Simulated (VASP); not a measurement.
# Re (Fm-3m) in VASP: a series of runs, part 2 of 2

VASP 6.6.1. The steps go on from the part before.

## (4) Electric field gradients, PBEsol (volume scaled by 1.04)

The input, INCAR:

```
SYSTEM = Re
PREC = Accurate
ENCUT = 520
EDIFF = 1E-8
ISMEAR = -1
SIGMA = 0.05
LREAL = .FALSE.
LASPH = .TRUE.
NELM = 80
ALGO = Normal
ISIF = 2
LWAVE = .FALSE.
LCHARG = .FALSE.
GGA = PS
LEFG = .TRUE.
NBANDS = 10
```

The input, KPOINTS:

```
regular mesh
0
G
  14 14 14
  0 0 0
```

The input, POSCAR:

```
Re
1.0
    0.0000000000      2.0009898225      2.0009898225
    2.0009898225      0.0000000000      2.0009898225
    2.0009898225      2.0009898225      0.0000000000
Re
1
Direct
    0.0000000000      0.0000000000      0.0000000000
```

Potentials or basis: VASP PAW PBE potentials, release 64 (Re).

Launch:

```
$ cat potpaw_PBE.64/Re/POTCAR > POTCAR
$ mpirun -np 1 vasp_std > vasp.out
```

OUTCAR:

```text
SYSTEM = Re
   PREC = Accurate
   ENCUT = 520
   EDIFF = 1E-8
   ISMEAR = -1
   LREAL = .FALSE.
   LASPH = .TRUE.
   NELM = 80
   ISIF = 2
   GGA = PS

 ion  position               nearest neighbor table
   1  0.000  0.000  0.000-

  LATTYP: Found a face centered cubic cell.
 ALAT       =     4.0019796450

  Lattice vectors:

 A1 = (   0.0000000000,   2.0009898225,   2.0009898225)
 A2 = (   2.0009898225,   0.0000000000,   2.0009898225)
 A3 = (   2.0009898225,   2.0009898225,   0.0000000000)

Analysis of symmetry for initial positions (statically):
=====================================================================
 Subroutine PRICEL returns:
 Original cell was already a primitive cell.

 Routine SETGRP: Setting up the symmetry group for a
 face centered cubic supercell.

 Subroutine GETGRP returns: Found 48 space group operations
 (whereof 48 operations were pure point group operations)
 out of a pool of 48 trial point group operations.

The static configuration has the point symmetry O_h .

Analysis of symmetry for dynamics (positions and initial velocities):
=====================================================================
 Subroutine PRICEL returns:
 Original cell was already a primitive cell.

 Routine SETGRP: Setting up the symmetry group for a
 face centered cubic supercell.

 Subroutine GETGRP returns: Found 48 space group operations
 (whereof 48 operations were pure point group operations)
 out of a pool of 48 trial point group operations.

The dynamic configuration has the point symmetry O_h .

 Subroutine INISYM returns: Found 48 space group operations
 (whereof 48 operations are pure point group operations),
 and found     1 'primitive' translations

----------------------------------------------------------------------------------------

                                     Primitive cell

  volume of cell :      16.0238

  direct lattice vectors                    reciprocal lattice vectors
     0.000000000  2.000989822  2.000989822    -0.249876333  0.249876333  0.249876333
     2.000989822  0.000000000  2.000989822     0.249876333 -0.249876333  0.249876333
     2.000989822  2.000989822  0.000000000     0.249876333  0.249876333 -0.249876333

  length of vectors
     2.829826945  2.829826945  2.829826945     0.432798505  0.432798505  0.432798505

  position of ions in fractional coordinates (direct lattice)
     0.000000000  0.000000000  0.000000000

  ion indices of the primitive-cell ions
   primitive index   ion index
                 1           1

----------------------------------------------------------------------------------------

 KPOINTS: regular mesh

Automatic generation of k-mesh.
 Grid dimensions read from file:
 generate k-points for:   14   14   14

 Generating k-lattice:

  Cartesian coordinates                     Fractional coordinates (reciprocal lattice)
    -0.017848310  0.017848310  0.017848310     0.071428571  0.000000000  0.000000000
[... 65 lines left out ...]
   ISIF   =      2    stress and relaxation
   ISYM   =      2    0-nonsym 1-usesym 2-fastsym
   POTIM  = 0.5000    time-step for ionic-motion
   TEBEG  =    0.0;   TEEND  =   0.0 temperature during run
   PSTRESS=    0.0 pullay stress
   NELECT =       7.0000    total number of electrons
   NUPDOWN=      -1.0000    fix difference up-down
   EMIN   =  10.00;   EMAX   =-10.00  energy-range for DOS
   EFERMI =   0.00;   METHOD = LEGACY
   ISMEAR =    -1;   SIGMA  =   0.05  broadening in eV -4-tet -1-fermi 0-gaus
   EFERMI_NEDOS =   21; number of points for ismear=-14 and -15
   IALGO  =     38    algorithm
   IMIX   =      4    mixing-type and parameters
     AMIX     =   0.40;   BMIX     =  1.00
     AMIX_MAG =   1.60;   BMIX_MAG =  1.00
  volume/ion in A,a.u.               =      16.02       108.13
  Fermi-wavevector in a.u.,A,eV,Ry     =   1.242184  2.347388 20.994080  1.543021
  Thomas-Fermi vector in A             =   2.376550
   LORBIT       =      0    0 simple, 1 ext, 2 COOP (PROOUT), +10 PAW based schemes
   GGA     = PS    functional components
   LHFCALC =     F    Hartree Fock is set to
   AEXX    =    0.0000 exact exchange contribution
   IVDW    =     0    specifies the selected vdW correction
   LEPSILON=     F    determine dielectric tensor
   LRPA    =     F    only Hartree local field effects (RPA)
 non-spin polarized calculation
  energy-cutoff  :      520.00
  volume of cell :       16.02
 maximum number of plane-waves:       444
 NGX is ok and might be reduce to    24
   NGX = 11   NGY = 11   NGZ = 11

 number of electron       7.0000000 magnetization

 Free energy of the ion-electron system (eV)
  ---------------------------------------------------
  ext. energy  EPLUGINS =         0.00000000
  ---------------------------------------------------
  free energy    TOTEN  =       -13.15637798 eV

  energy without entropy =      -13.14612028  energy(sigma->0) =      -13.15124913

 E-fermi :   6.9409     XC(G=0): -13.3576

 val. band max:        6.9114599418   @ k =  -0.2143   0.2857   0.0714
 cond. band min:       6.9727359322   @ k =  -0.1429   0.1429   0.0000
 fundamental gap:      0.0612759903
 Fermi energy:         6.9408696279

 k-point     1 :       0.0000    0.0000    0.0000
  band No.  band energies     occupation
      1      -2.6047      2.00000
      2       5.2581      2.00000
      3       5.2581      2.00000
      4       5.2581      2.00000
      5       8.0541      0.00000
      6       8.0541      0.00000
      7      20.8171      0.00000
      8      25.9660      0.00000
      9      25.9660      0.00000
     10      25.9660      0.00000
[... 287 lines left out ...]
 k-point    24 :       0.2857    0.1429    0.0000
  band No.  band energies     occupation
      1       0.0543      2.00000
      2       3.7513      2.00000
      3       5.5213      2.00000
      4       6.3625      1.99998
      5       7.6678      0.00000
      6       9.0427      0.00000
      7      21.7344      0.00000
      8      24.7033      0.00000
      9      26.6081      0.00000
     10      27.3755      0.00000

 [... further k-points ...]
[... 5 lines left out ...]
  --------------------------------------------------------------------------------------
  -------------------------------------------------------------------------------------
  Total       -2.9943444     -2.9943444     -2.9943444      0.0000000     -0.0000000      0.0000000
  in kB     -299.3971768   -299.3971768   -299.3971768      0.0000000     -0.0000000      0.0000000
  external PRESSURE =    -299.3971768 kB  Pullay stress =       0.0000000 kB

 VOLUME and BASIS-vectors are now :
 -----------------------------------------------------------------------------
  energy-cutoff  :      520.00
  volume of cell :       16.02
      direct lattice vectors                 reciprocal lattice vectors
     0.000000000  2.000989822  2.000989822    -0.249876333  0.249876333  0.249876333
     2.000989822  0.000000000  2.000989822     0.249876333 -0.249876333  0.249876333
     2.000989822  2.000989822  0.000000000     0.249876333  0.249876333 -0.249876333

 POSITION                                       TOTAL-FORCE (eV/Angst)
 -----------------------------------------------------------------------------------
      0.00000      0.00000      0.00000         0.000000      0.000000      0.000000
 -----------------------------------------------------------------------------------
    total drift:                               -0.000000      0.000000      0.000000

  FREE ENERGIE OF THE ION-ELECTRON SYSTEM (eV)
  ---------------------------------------------------
  free  energy   TOTEN  =       -13.1563779814 eV

  energy  without entropy=      -13.1461202811  energy(sigma->0) =      -13.15124913

 Electric field gradients (V/A^2)
---------------------------------------------------------------------
 ion       V_xx      V_yy      V_zz      V_xy      V_xz      V_yz
---------------------------------------------------------------------
   1      -0.000    -0.000    -0.000     0.000     0.000     0.000
---------------------------------------------------------------------

 Electric field gradients after diagonalization (V/A^2)
 (convention: |V_zz| > |V_xx| > |V_yy|)
----------------------------------------------------------------------
 ion       V_xx      V_yy      V_zz     asymmetry (V_yy - V_xx)/ V_zz
----------------------------------------------------------------------
   1      -0.000    -0.000     0.000       0.000
----------------------------------------------------------------------

           NMR quadrupolar parameters

 Cq : quadrupolar parameter    Cq=e*Q*V_zz/h
 eta: asymmetry parameters     (V_yy - V_xx)/ V_zz
 Q  : nuclear electric quadrupole moment in mb (millibarn)
----------------------------------------------------------------------
 ion       Cq(MHz)       eta       Q (mb)
----------------------------------------------------------------------
   1       0.000       0.000       1.000
----------------------------------------------------------------------
```

stdout:

```text
POSCAR found type information on POSCAR Re
 POSCAR found :  1 types and       1 ions
 scaLAPACK will be used
 -----------------------------------------------------------------------------
|                                                                             |
|                                                                             |
|     You enforced a specific xc type in the INCAR file but a different       |
|     I HOPE YOU KNOW WHAT YOU ARE DOING!                                     |
|                                                                             |
 -----------------------------------------------------------------------------

 LDA part: xc-table for (Slater+PW92), standard interpolation
 POSCAR, INCAR and KPOINTS ok, starting setup
 FFT: planning ... GRIDC
 FFT: planning ... GRID_SOFT
 FFT: planning ... GRID
 WAVECAR not read
 entering main loop
ion   1
```

Wall time 22 s (1 thread of Intel Xeon Platinum 8488C (Sapphire Rapids), shared host); peak memory 0.15 GiB.

What came out:

```yaml
Free_energy: -13.1564 eV
Pressure: -29.9 GPa
```

Caveat: without QUAD_EFG the Cq values of the log hold for a quadrupole moment of 1 mb, not for the nuclei; the PAW data sets were made with another functional, which shifts forces and pressure a little; spin-orbit coupling is left out, which moves the levels of the heavy elements.

## (5) Electric field gradients, PBEsol (volume scaled by 1.04)

The input, INCAR:

```
ALGO = Normal
EDIFF = 1E-8
ENCUT = 520
GGA = PS
ISIF = 2
ISMEAR = -1
LASPH = T
LCHARG = F
LEFG = T
LREAL = F
LWAVE = F
NBANDS = 10
NELM = 60
PREC = Accurate
SIGMA = 0.05
```

The input, KPOINTS:

```
k-points
0
Gamma
  14 14 14
```

POSCAR is that of step 4.

Potentials or basis: VASP PAW PBE potentials, release 64 (Re).

Launch:

```
$ cat potpaw_PBE.64/Re/POTCAR > POTCAR
$ mpirun -np 1 vasp_std > vasp.out
```

OUTCAR:

```text
EDIFF = 1E-8
   ENCUT = 520
   GGA = PS
   ISIF = 2
   ISMEAR = -1
   LASPH = T
   LREAL = F
   NELM = 60
   PREC = Accurate

 ion  position               nearest neighbor table
   1  0.000  0.000  0.000-

  LATTYP: Found a face centered cubic cell.
 ALAT       =     4.0019796450

  Lattice vectors:

 A1 = (   0.0000000000,   2.0009898225,   2.0009898225)
 A2 = (   2.0009898225,   0.0000000000,   2.0009898225)
 A3 = (   2.0009898225,   2.0009898225,   0.0000000000)

Analysis of symmetry for initial positions (statically):
=====================================================================
 Subroutine PRICEL returns:
 Original cell was already a primitive cell.

 Routine SETGRP: Setting up the symmetry group for a
 face centered cubic supercell.

 Subroutine GETGRP returns: Found 48 space group operations
 (whereof 48 operations were pure point group operations)
 out of a pool of 48 trial point group operations.

The static configuration has the point symmetry O_h .

Analysis of symmetry for dynamics (positions and initial velocities):
=====================================================================
 Subroutine PRICEL returns:
 Original cell was already a primitive cell.

 Routine SETGRP: Setting up the symmetry group for a
 face centered cubic supercell.

 Subroutine GETGRP returns: Found 48 space group operations
 (whereof 48 operations were pure point group operations)
 out of a pool of 48 trial point group operations.

The dynamic configuration has the point symmetry O_h .

 Subroutine INISYM returns: Found 48 space group operations
 (whereof 48 operations are pure point group operations),
[... 148 lines left out ...]

 k-point     1 :       0.0000    0.0000    0.0000
  band No.  band energies     occupation
      1      -2.6047      2.00000
      2       5.2581      2.00000
      3       5.2581      2.00000
      4       5.2581      2.00000
      5       8.0541      0.00000
      6       8.0541      0.00000
      7      20.8171      0.00000
      8      25.9660      0.00000
      9      25.9660      0.00000
     10      25.9660      0.00000
[... 287 lines left out ...]
 k-point    24 :       0.2857    0.1429    0.0000
  band No.  band energies     occupation
      1       0.0543      2.00000
      2       3.7513      2.00000
      3       5.5213      2.00000
      4       6.3625      1.99998
      5       7.6678      0.00000
      6       9.0427      0.00000
      7      21.7344      0.00000
      8      24.7033      0.00000
      9      26.6081      0.00000
     10      27.3755      0.00000

 [... further k-points ...]
[... 5 lines left out ...]
  --------------------------------------------------------------------------------------
  -------------------------------------------------------------------------------------
  Total       -2.9943444     -2.9943444     -2.9943444      0.0000000     -0.0000000      0.0000000
  in kB     -299.3971768   -299.3971768   -299.3971768      0.0000000     -0.0000000      0.0000000
  external PRESSURE =    -299.3971768 kB  Pullay stress =       0.0000000 kB

 VOLUME and BASIS-vectors are now :
 -----------------------------------------------------------------------------
  energy-cutoff  :      520.00
  volume of cell :       16.02
      direct lattice vectors                 reciprocal lattice vectors
     0.000000000  2.000989822  2.000989822    -0.249876333  0.249876333  0.249876333
     2.000989822  0.000000000  2.000989822     0.249876333 -0.249876333  0.249876333
     2.000989822  2.000989822  0.000000000     0.249876333  0.249876333 -0.249876333

 POSITION                                       TOTAL-FORCE (eV/Angst)
 -----------------------------------------------------------------------------------
      0.00000      0.00000      0.00000         0.000000      0.000000      0.000000
 -----------------------------------------------------------------------------------
    total drift:                               -0.000000      0.000000      0.000000

  FREE ENERGIE OF THE ION-ELECTRON SYSTEM (eV)
  ---------------------------------------------------
  free  energy   TOTEN  =       -13.1563779814 eV

  energy  without entropy=      -13.1461202811  energy(sigma->0) =      -13.15124913

 Electric field gradients (V/A^2)
---------------------------------------------------------------------
 ion       V_xx      V_yy      V_zz      V_xy      V_xz      V_yz
---------------------------------------------------------------------
   1      -0.000    -0.000    -0.000     0.000     0.000     0.000
---------------------------------------------------------------------

 Electric field gradients after diagonalization (V/A^2)
 (convention: |V_zz| > |V_xx| > |V_yy|)
----------------------------------------------------------------------
 ion       V_xx      V_yy      V_zz     asymmetry (V_yy - V_xx)/ V_zz
----------------------------------------------------------------------
   1      -0.000    -0.000     0.000       0.000
----------------------------------------------------------------------

           NMR quadrupolar parameters

 Cq : quadrupolar parameter    Cq=e*Q*V_zz/h
 eta: asymmetry parameters     (V_yy - V_xx)/ V_zz
 Q  : nuclear electric quadrupole moment in mb (millibarn)
----------------------------------------------------------------------
 ion       Cq(MHz)       eta       Q (mb)
----------------------------------------------------------------------
   1       0.000       0.000       1.000
----------------------------------------------------------------------
```

OSZICAR:

```text
N       E                     dE             d eps       ncg     rms          rms(c)
DAV:   1     0.396247873134E+01    0.39625E+01   -0.33699E+03  3292   0.755E+02
DAV:   2    -0.137303749294E+02   -0.17693E+02   -0.16618E+02  3244   0.150E+02
DAV:   3    -0.140071484902E+02   -0.27677E+00   -0.27073E+00  3420   0.299E+01
DAV:   4    -0.140081936594E+02   -0.10452E-02   -0.10443E-02  3356   0.930E-01
DAV:   5    -0.140081953442E+02   -0.16848E-05   -0.16845E-05  3054   0.244E-02    0.266E+01
DAV:   6    -0.133529780819E+02    0.65522E+00   -0.66112E-01  3278   0.210E+01    0.948E+00
DAV:   7    -0.131634410871E+02    0.18954E+00   -0.39461E-01  3308   0.154E+01    0.102E+00
DAV:   8    -0.131568243922E+02    0.66167E-02   -0.39382E-03  3166   0.580E-01    0.227E-01
DAV:   9    -0.131563717701E+02    0.45262E-03   -0.36466E-04  3156   0.167E-01    0.210E-02
DAV:  10    -0.131563779376E+02   -0.61675E-05   -0.13353E-05  2670   0.290E-02    0.391E-03
DAV:  11    -0.131563781905E+02   -0.25292E-06   -0.23075E-07  2586   0.850E-03    0.134E-03
DAV:  12    -0.131563779617E+02    0.22887E-06   -0.54996E-08  2406   0.508E-03    0.290E-04
DAV:  13    -0.131563779763E+02   -0.14671E-07   -0.66254E-10  1456   0.447E-04    0.947E-05
DAV:  14    -0.131563779814E+02   -0.50501E-08   -0.21866E-10  1368   0.187E-04
   1 F= -.13156378E+02 E0= -.13151249E+02  d E =-.102577E-01
```

Wall time 21 s (1 thread of Intel Xeon Platinum 8488C (Sapphire Rapids), shared host); peak memory 0.15 GiB.

Results:

- Free energy: -13.1564 eV
- Pressure: -29.9 GPa

Levels at points of the mesh, in eV from the Fermi level:
```csv
k point,band 2,band 3,band 4,band 5,band 6,band 7
"(0.00, 0.00, 0.00)",-1.68,-1.68,-1.68,1.11,1.11,13.88
"(0.50, 0.00, 0.00)",-1.86,-1.86,0.12,3.36,3.36,8.77
"(0.50, 0.50, 0.00)",-5.29,2.48,3.30,4.01,4.01,11.52
```

Caveat: without QUAD_EFG the Cq values of the log hold for a quadrupole moment of 1 mb, not for the nuclei; the PAW data sets were made with another functional, which shifts forces and pressure a little; spin-orbit coupling is left out, which moves the levels of the heavy elements.

## (6) Overview

| cell | gap on the mesh (eV) | pressure (GPa) |
| --- | --- | --- |
| a = 2.784 Å, angles 60.0°, 1 atom | none | -15.8 |
| a = 2.812 Å, angles 60.0°, 1 atom | none | -24.8 |
| a = 2.830 Å, angles 60.0°, 1 atom | none | -29.9 |

Alike in all rows: task electric field gradients; level PBEsol; potentials or basis VASP PAW PBE potentials, release 64 (Re); no spin polarisation; k mesh 14 × 14 × 14; cutoff (eV) 520; smearing fermi-dirac 0.05 eV.

Caveats: the PAW data sets were made with another functional, which shifts forces and pressure a little; spin-orbit coupling is left out, which moves the levels of the heavy elements.

Absolute energies hang on the potentials; compare differences alone.
